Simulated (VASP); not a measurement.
Write the native input for VASP 6.6.1 that does the following.

```yaml
Task: single point
Functional: BLYP
Dispersion: D3(BJ)
Potentials_or_basis: VASP PAW PBE potentials, release 64 (Sb)
Cutoff: 520 eV
k_mesh: 9 × 9 × 5
Occupations: fermi-dirac, width 0.05 eV
Spin: no spin polarisation
Dipole_correction: no
Further_INCAR_settings: ALGO = Normal; EDIFF = 1e-06; NBANDS = 12
```

The structure of Sb lies in POSCAR:

```
Sb
1.0
    3.4634720410      0.0000000000      0.0000000000
   -1.7317360205      2.9994547728      0.0000000000
    0.0000000000      0.0000000000      5.1552600601
Sb
2
Direct
    0.6666666667      0.3333333333      0.7500000000
    0.3333333333      0.6666666667      0.2500000000
```

One way to write it, as run:

INCAR

```
AGGAC = 1.0 ; AGGAX = 1.0
ALDAC = 0.0 ; ALDAX = 1.0
ALGO = Normal ; EDIFF = 1E-6
ENCUT = 520 ; GGA = B5
ISIF = 2 ; ISMEAR = -1
IVDW = 12 ; LASPH = T
LCHARG = F ; LREAL = F
LWAVE = F ; NBANDS = 12
NELM = 100 ; PREC = Accurate
SIGMA = 0.05 ; VDW_A1 = 0.4298
VDW_A2 = 4.2359 ; VDW_S6 = 1.0
VDW_S8 = 2.6996
```

KPOINTS

```
k-points
0
Gamma
  9 9 5
```

Potentials or basis: VASP PAW PBE potentials, release 64 (Sb).

Command:

```sh
$ cat potpaw_PBE.64/Sb/POTCAR > POTCAR
$ mpirun -np 1 vasp_std > vasp.out
```

Results of the run:

* Pressure: 0.2 GPa
* Band gap on the k mesh: zero (band 5 reaches 12.20 eV, above the bottom of band 6 at 6.58 eV)
* Dispersion energy per atom: -1.239 eV

Caveat: the PAW data sets were made with another functional, which shifts forces and pressure a little; spin-orbit coupling is left out, which moves the levels of the heavy elements; pairwise dispersion overbinds metals, which lowers pressure and volume.

It took 12 s on 1 thread of Intel(R) Xeon(R) 6975P-C (Granite Rapids) (shared host), peak memory 0.19 GiB.
